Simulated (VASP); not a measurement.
# Zr (Pm-3m) in VASP: single point with PBE

Aim: the single point of Zr with PBE.

Everything below comes from runs of VASP 6.6.1. Logs are shortened: lines on timing, memory, paths and dates and some standing lists are left out, and cuts for length are marked.

## Step 1: The cell of the first run

Symmetry: Pm-3m, No. 221, cubic system. The conventional cell has a = 2.841 Å, b = 2.841 Å, c = 2.841 Å, α = 90.00°, β = 90.00°, γ = 90.00°. Within 3.7 Å of Zr (site symmetry m-3m) lie 6 Zr at 2.84 Å.

This isn't the form of Zr at room conditions, which is hcp.

## Step 2: Single point, PBE

The input, INCAR:

```
SYSTEM = Zr
PREC = Accurate
ENCUT = 520
EDIFF = 1E-6
ISMEAR = 0
SIGMA = 0.15
LREAL = .FALSE.
LASPH = .TRUE.
NELM = 60
ALGO = Normal
ISIF = 2
LWAVE = .FALSE.
LCHARG = .FALSE.
GGA = PE
NBANDS = 12
```

The input, KPOINTS:

```
regular mesh
0
G
  20 20 20
  0 0 0
```

The input, POSCAR:

```
Zr
1.0
   -0.9470406558      1.8940813117      1.8940813117
    1.8940813117     -0.9470406558      1.8940813117
    1.8940813117      1.8940813117     -0.9470406558
Zr
1
Direct
    0.0000000000      0.0000000000      0.0000000000
```

Potentials or basis: VASP PAW PBE potentials, release 64 (Zr_sv).

Run with:

```bash
$ cat potpaw_PBE.64/Zr_sv/POTCAR > POTCAR
$ mpirun -np 1 vasp_std > vasp.out
```

OUTCAR:

```text
SYSTEM = Zr
   PREC = Accurate
   ENCUT = 520
   EDIFF = 1E-6
   ISMEAR = 0
   LREAL = .FALSE.
   LASPH = .TRUE.
   NELM = 60
   ISIF = 2
   GGA = PE

 ion  position               nearest neighbor table
   1  0.000  0.000  0.000-

  LATTYP: Found a simple cubic cell.
 ALAT       =     2.8411219675

  Lattice vectors:

 A1 = (  -0.9470406558,   1.8940813117,   1.8940813117)
 A2 = (   1.8940813117,  -0.9470406558,   1.8940813117)
 A3 = (   1.8940813117,   1.8940813117,  -0.9470406558)

Analysis of symmetry for initial positions (statically):
=====================================================================
 Subroutine PRICEL returns:
 Original cell was already a primitive cell.

 Routine SETGRP: Setting up the symmetry group for a
 simple cubic supercell.

 Subroutine GETGRP returns: Found 48 space group operations
 (whereof 48 operations were pure point group operations)
 out of a pool of 48 trial point group operations.

The static configuration has the point symmetry O_h .

Analysis of symmetry for dynamics (positions and initial velocities):
=====================================================================
 Subroutine PRICEL returns:
 Original cell was already a primitive cell.

 Routine SETGRP: Setting up the symmetry group for a
 simple cubic supercell.

 Subroutine GETGRP returns: Found 48 space group operations
 (whereof 48 operations were pure point group operations)
 out of a pool of 48 trial point group operations.

The dynamic configuration has the point symmetry O_h .

 Subroutine INISYM returns: Found 48 space group operations
 (whereof 48 operations are pure point group operations),
 and found     1 'primitive' translations

----------------------------------------------------------------------------------------

                                     Primitive cell

  volume of cell :      22.9335

  direct lattice vectors                    reciprocal lattice vectors
    -0.947040656  1.894081312  1.894081312    -0.117324542  0.234649084  0.234649084
     1.894081312 -0.947040656  1.894081312     0.234649084 -0.117324542  0.234649084
     1.894081312  1.894081312 -0.947040656     0.234649084  0.234649084 -0.117324542

  length of vectors
     2.841121968  2.841121968  2.841121968     0.351973626  0.351973626  0.351973626

  position of ions in fractional coordinates (direct lattice)
     0.000000000  0.000000000  0.000000000

  ion indices of the primitive-cell ions
   primitive index   ion index
                 1           1

----------------------------------------------------------------------------------------

 KPOINTS: regular mesh

Automatic generation of k-mesh.
 Grid dimensions read from file:
 generate k-points for:   20   20   20

 Generating k-lattice:

  Cartesian coordinates                     Fractional coordinates (reciprocal lattice)
    -0.005866227  0.011732454  0.011732454     0.050000000  0.000000000  0.000000000
     0.011732454 -0.005866227  0.011732454     0.000000000  0.050000000  0.000000000
     0.011732454  0.011732454 -0.005866227     0.000000000  0.000000000  0.050000000

  Length of vectors
     0.017598681  0.017598681  0.017598681

  Shift w.r.t. Gamma in fractional coordinates (k-lattice)
     0.000000000  0.000000000  0.000000000

 Subroutine IBZKPT returns following result:
 ===========================================

 Found    286 irreducible k-points:

 Following reciprocal coordinates:
            Coordinates               Weight
  0.000000  0.000000  0.000000      1.000000
  0.050000 -0.000000 -0.000000      6.000000
  0.100000  0.000000  0.000000      6.000000
  0.150000  0.000000  0.000000      6.000000
  0.200000  0.000000  0.000000      6.000000
  0.250000 -0.000000 -0.000000      6.000000
[... 16 lines left out ...]
  0.150000  0.100000 -0.000000     24.000000
  0.200000  0.100000  0.000000     24.000000
 [... further k-points ...]
   k-points           NKPTS =    286   k-points in BZ     NKDIM =    286   number of bands    NBANDS=     12
   number of dos      NEDOS =    301   number of ions     NIONS =      1
   total plane-waves  NPLWV =  13824
   dimension x,y,z NGX =    24 NGY =   24 NGZ =   24
   dimension x,y,z NGXF=    48 NGYF=   48 NGZF=   48
   ions per type =               1
   NGX,Y,Z   is equivalent  to a cutoff of  14.04, 14.04, 14.04 a.u.
   NGXF,Y,Z  is equivalent  to a cutoff of  28.09, 28.09, 28.09 a.u.
 SYSTEM =  Zr
   PREC   = accura    normal or accurate (medium, high low for compatibility)
   ISTART =      0    job   : 0-new  1-cont  2-samecut
   ICHARG =      2    charge: 1-file 2-atom 10-const
   ISPIN  =      1    spin polarized calculation?
   LNONCOLLINEAR =      F non collinear calculations
   LSORBIT =      F    spin-orbit coupling
   LASPH  =      T    aspherical Exc in radial PAW
   ENCUT  =  520.0 eV  38.22 Ry    6.18 a.u.   5.28  5.28  5.28*2*pi/ulx,y,z
   NELM   =     60;   NELMIN=  2; NELMDL= -5     # of ELM steps
   EDIFF  = 0.1E-05   stopping-criterion for ELM
   LREAL  =      F    real-space projection
   EDIFFG = 0.1E-04   stopping-criterion for IOM
   NSW    =      0    number of steps for IOM
   IBRION =     -1    ionic relax: 0-MD 1-quasi-New 2-CG
   NFREE  =      0    steps in history (QN), initial steepest desc. (CG)
   ISIF   =      2    stress and relaxation
   ISYM   =      2    0-nonsym 1-usesym 2-fastsym
   POTIM  = 0.5000    time-step for ionic-motion
   TEBEG  =    0.0;   TEEND  =   0.0 temperature during run
   PSTRESS=    0.0 pullay stress
   NELECT =      12.0000    total number of electrons
   NUPDOWN=      -1.0000    fix difference up-down
   EMIN   =  10.00;   EMAX   =-10.00  energy-range for DOS
   EFERMI =   0.00;   METHOD = LEGACY
   ISMEAR =     0;   SIGMA  =   0.15  broadening in eV -4-tet -1-fermi 0-gaus
   EFERMI_NEDOS =   21; number of points for ismear=-14 and -15
   IALGO  =     38    algorithm
   IMIX   =      4    mixing-type and parameters
     AMIX     =   0.40;   BMIX     =  1.00
     AMIX_MAG =   1.60;   BMIX_MAG =  1.00
  volume/ion in A,a.u.               =      22.93       154.76
  Fermi-wavevector in a.u.,A,eV,Ry     =   1.319204  2.492935 23.678216  1.740300
  Thomas-Fermi vector in A             =   2.449119
   LORBIT       =      0    0 simple, 1 ext, 2 COOP (PROOUT), +10 PAW based schemes
   GGA     = PE    functional components
   LHFCALC =     F    Hartree Fock is set to
   AEXX    =    0.0000 exact exchange contribution
   IVDW    =     0    specifies the selected vdW correction
   LEPSILON=     F    determine dielectric tensor
   LRPA    =     F    only Hartree local field effects (RPA)
 non-spin polarized calculation
 Gauss-broadening in eV      SIGMA  =   0.15
  energy-cutoff  :      520.00
  volume of cell :       22.93
 maximum number of plane-waves:       638
 NGX is ok and might be reduce to    24
   NGX = 11   NGY = 11   NGZ = 11

 number of electron      12.0000000 magnetization

 Free energy of the ion-electron system (eV)
  ---------------------------------------------------
  ext. energy  EPLUGINS =         0.00000000
  ---------------------------------------------------
  free energy    TOTEN  =        -7.61824311 eV

  energy without entropy =       -7.59898504  energy(sigma->0) =       -7.60861408

 E-fermi :   8.8190     XC(G=0): -11.0474

 val. band max:        8.8155236860   @ k =   0.4500   0.1000   0.0000
 cond. band min:       8.8206541426   @ k =   0.3500   0.3500   0.2500
 fundamental gap:      0.0051304566
 Fermi energy:         8.8189982666

 k-point     1 :       0.0000    0.0000    0.0000
  band No.  band energies     occupation
      1     -39.7359      2.00000
      2     -17.0251      2.00000
      3     -17.0251      2.00000
      4     -17.0251      2.00000
      5       3.6807      2.00000
      6       6.9607      2.00000
      7       6.9607      2.00000
      8      14.8598      0.00000
      9      14.8598      0.00000
     10      14.8598      0.00000
     11      22.2541      0.00000
     12      22.2541      0.00000

 k-point     2 :       0.0500   -0.0000   -0.0000
  band No.  band energies     occupation
      1     -39.7314      2.00000
      2     -17.0649      2.00000
      3     -17.0217      2.00000
      4     -17.0217      2.00000
      5       3.7496      2.00000
      6       6.9803      2.00000
      7       7.0362      2.00000
      8      14.7295      0.00000
      9      14.7295      0.00000
     10      14.8681      0.00000
     11      21.9150      0.00000
     12      22.4160      0.00000

 k-point     3 :       0.1000    0.0000    0.0000
  band No.  band energies     occupation
      1     -39.7184      2.00000
      2     -17.1793      2.00000
      3     -17.0120      2.00000
      4     -17.0120      2.00000
      5       3.9478      2.00000
      6       7.0378      2.00000
      7       7.2599      2.00000
      8      14.3794      0.00000
      9      14.3794      0.00000
     10      14.8924      0.00000
     11      21.1112      0.00000
     12      22.8573      0.00000

 k-point     4 :       0.1500    0.0000    0.0000
  band No.  band energies     occupation
      1     -39.6981      2.00000
      2     -17.3540      2.00000
      3     -16.9968      2.00000
      4     -16.9968      2.00000
      5       4.2518      2.00000
      6       7.1294      2.00000
      7       7.6198      2.00000
      8      13.8975      0.00000
      9      13.8975      0.00000
     10      14.9305      0.00000
     11      20.1608      0.00000
     12      23.4806      0.00000

 k-point     5 :       0.2000    0.0000    0.0000
  band No.  band energies     occupation
      1     -39.6723      2.00000
      2     -17.5683      2.00000
      3     -16.9776      2.00000
      4     -16.9776      2.00000
      5       4.6323      2.00000
      6       7.2488      2.00000
      7       8.0848      2.00000
      8      13.3679      0.00000
      9      13.3679      0.00000
     10      14.9792      0.00000
     11      19.2594      0.00000
     12      24.1913      0.00000

 k-point     6 :       0.2500   -0.0000   -0.0000
  band No.  band energies     occupation
      1     -39.6434      2.00000
      2     -17.7989      2.00000
      3     -16.9562      2.00000
      4     -16.9562      2.00000
      5       5.0615      2.00000
      6       7.3866      2.00000
      7       8.5923      1.96742
      8      12.8520      0.00000
      9      12.8520      0.00000
     10      15.0339      0.00000
     11      18.5332      0.00000
     12      23.5287      0.00000

 k-point     7 :       0.3000    0.0000    0.0000
  band No.  band energies     occupation
      1     -39.6144      2.00000
      2     -18.0229      2.00000
      3     -16.9347      2.00000
      4     -16.9347      2.00000
      5       5.5154      2.00000
      6       7.5309      2.00000
      7       9.0464      0.03202
      8      12.3902      0.00000
      9      12.3902      0.00000
     10      15.0894      0.00000
     11      18.0875      0.00000
     12      22.6498      0.00000

 k-point     8 :       0.3500    0.0000    0.0000
  band No.  band energies     occupation
      1     -39.5880      2.00000
      2     -18.2198      2.00000
      3     -16.9152      2.00000
      4     -16.9152      2.00000
      5       5.9696      2.00000
      6       7.6673      2.00000
      7       9.3451      0.00000
      8      12.0093      0.00000
      9      12.0093      0.00000
     10      15.1402      0.00000
     11      17.9993      0.00000
     12      21.9390      0.00000
[... 166 lines left out ...]
 k-point    20 :       0.4500    0.0500    0.0000
  band No.  band energies     occupation
      1     -39.5491      2.00000
      2     -18.4641      2.00000
      3     -16.9268      2.00000
      4     -16.8864      2.00000
      5       6.7783      2.00000
      6       7.9217      2.00000
      7       9.2316      0.00010
      8      11.5686      0.00000
      9      11.6812      0.00000
     10      15.1036      0.00000
     11      18.6483      0.00000
     12      21.2297      0.00000

 k-point    21 :       0.5000    0.0500    0.0000
  band No.  band energies     occupation
      1     -39.5444      2.00000
      2     -18.4971      2.00000
      3     -16.9233      2.00000
      4     -16.8830      2.00000
      5       6.9061      2.00000
      6       7.9491      2.00000
      7       9.1727      0.00085
      8      11.5102      0.00000
      9      11.6447      0.00000
     10      15.1133      0.00000
     11      18.8387      0.00000
     12      21.1225      0.00000

 k-point    22 :       0.1000    0.1000    0.0000
  band No.  band energies     occupation
      1     -39.7010      2.00000
      2     -17.1743      2.00000
      3     -17.1564      2.00000
      4     -16.9990      2.00000
      5       4.2134      2.00000
      6       7.2255      2.00000
      7       7.4457      2.00000
      8      13.8611      0.00000
      9      14.3075      0.00000
     10      14.5388      0.00000
     11      21.6204      0.00000
     12      21.7362      0.00000

 k-point    23 :       0.1500    0.1000   -0.0000
  band No.  band energies     occupation
      1     -39.6807      2.00000
      2     -17.3397      2.00000
      3     -17.1482      2.00000
      4     -16.9839      2.00000
      5       4.5140      2.00000
      6       7.3484      2.00000
      7       7.7710      2.00000
      8      13.3560      0.00000
      9      13.9107      0.00000
     10      14.5107      0.00000
     11      20.7131      0.00000
     12      22.2282      0.00000

 k-point    24 :       0.2000    0.1000    0.0000
  band No.  band energies     occupation
      1     -39.6550      2.00000
      2     -17.5524      2.00000
      3     -17.1279      2.00000
      4     -16.9648      2.00000
      5       4.8878      2.00000
      6       7.4769      2.00000
      7       8.2181      2.00000
      8      12.8260      0.00000
      9      13.4027      0.00000
     10      14.5563      0.00000
     11      19.7874      0.00000
     12      22.8066      0.00000

 [... further k-points ...]
[... 5 lines left out ...]
  --------------------------------------------------------------------------------------
  -------------------------------------------------------------------------------------
  Total        0.8471646      0.8471646      0.8471646      0.0000000      0.0000000      0.0000000
  in kB       59.1846077     59.1846077     59.1846077      0.0000000      0.0000000      0.0000000
  external PRESSURE =      59.1846077 kB  Pullay stress =       0.0000000 kB

 VOLUME and BASIS-vectors are now :
 -----------------------------------------------------------------------------
  energy-cutoff  :      520.00
  volume of cell :       22.93
      direct lattice vectors                 reciprocal lattice vectors
    -0.947040656  1.894081312  1.894081312    -0.117324542  0.234649084  0.234649084
     1.894081312 -0.947040656  1.894081312     0.234649084 -0.117324542  0.234649084
     1.894081312  1.894081312 -0.947040656     0.234649084  0.234649084 -0.117324542

 POSITION                                       TOTAL-FORCE (eV/Angst)
 -----------------------------------------------------------------------------------
      0.00000      0.00000      0.00000        -0.000000     -0.000000     -0.000000
 -----------------------------------------------------------------------------------
    total drift:                                0.000000      0.000000      0.000000

  FREE ENERGIE OF THE ION-ELECTRON SYSTEM (eV)
  ---------------------------------------------------
  free  energy   TOTEN  =        -7.6182431124 eV

  energy  without entropy=       -7.5989850381  energy(sigma->0) =       -7.60861408
```

It took 26 s on 1 thread of Intel Xeon Platinum 8488C (Sapphire Rapids), shared host; peak memory 0.19 GiB.

Results:

* Free energy: -7.6182 eV
* Pressure: 5.9 GPa
* Band gap on the k mesh: zero (bands 6 and 7 overlap by 2.77 eV)

Caveat: the cell stands under pressure.
